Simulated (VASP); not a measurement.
Write the native input for VASP 6.6.1 that does the following.

```
Task                   : single point
Functional             : r2SCAN
Potentials or basis    : VASP PAW PBE potentials, release 64 (Cu, I)
Cutoff                 : 520 eV
k mesh                 : 8 × 8 × 8
Occupations            : gaussian, width 0.02 eV
Spin                   : no spin polarisation
Dipole correction      : no
Further INCAR settings : ALGO = Normal; EDIFF = 1e-06; NBANDS = 16
```

Crystal: CuI.

```
Cu I
1.0
     0.00000    3.07080    3.07080
     3.07080    0.00000    3.07080
     3.07080    3.07080    0.00000
Cu I
1 1
Direct
  0.25000 0.25000 0.25000
  0.00000 0.00000 0.00000
```

This cell differs from its parent crystal: volume scaled by 1.06.

The input as run:

POSCAR

```
CuI
1.0
    0.0000000000      3.0708027586      3.0708027586
    3.0708027586      0.0000000000      3.0708027586
    3.0708027586      3.0708027586      0.0000000000
Cu I
1 1
Direct
    0.2500000000      0.2500000000      0.2500000000
    0.0000000000      0.0000000000      0.0000000000
```

INCAR.step1

```
PREC     = Accurate       # precision mode
ENCUT    = 520            # plane-wave cutoff, eV
ISMEAR   = 0              # smearing method
SIGMA    = 0.02           # smearing width, eV
LREAL    = F              # projectors in reciprocal space
LASPH    = T              # aspherical terms in the spheres
NELM     = 100            # most SCF steps
NBANDS   = 16             # bands
GGA      = PE             # functional
ALGO     = Normal         # electronic algorithm
EDIFF    = 1E-4           # SCF threshold, eV
LWAVE    = T              # write WAVECAR
LCHARG   = F              # write CHGCAR
```

INCAR.step2

```
PREC     = Accurate       # precision mode
ENCUT    = 520            # plane-wave cutoff, eV
EDIFF    = 1E-6           # SCF threshold, eV
ISMEAR   = 0              # smearing method
SIGMA    = 0.02           # smearing width, eV
LREAL    = F              # projectors in reciprocal space
LASPH    = T              # aspherical terms in the spheres
NELM     = 100            # most SCF steps
ALGO     = Normal         # electronic algorithm
ISIF     = 2              # what is computed and relaxed
LWAVE    = F              # write WAVECAR
LCHARG   = F              # write CHGCAR
METAGGA  = R2SCAN         # meta-GGA
LMIXTAU  = T            
NBANDS   = 16             # bands
ISTART   = 1
```

KPOINTS

```
regular mesh
0
Gamma
  8 8 8
```

Potentials or basis: VASP PAW PBE potentials, release 64 (Cu, I).

Run with:

```bash
$ cat potpaw_PBE.64/Cu/POTCAR potpaw_PBE.64/I/POTCAR > POTCAR
$ cp INCAR.step1 INCAR
$ mpirun -np 1 vasp_std > vasp.out
$ cp INCAR.step2 INCAR
$ mpirun -np 1 vasp_std > vasp.out
```

It gave:

| Quantity | Value |
| --- | --- |
| Pressure | -2.3 GPa |
| Band gap on the k mesh | 1.51 eV, direct |

Caveat: the PAW data sets were made with another functional, which shifts forces and pressure a little; spin-orbit coupling is left out, which moves the levels of the heavy elements.

Run time: 42 s on 1 thread of Intel(R) Xeon(R) Platinum 8488C (Sapphire Rapids), on a shared host, peak memory 0.2 GiB.
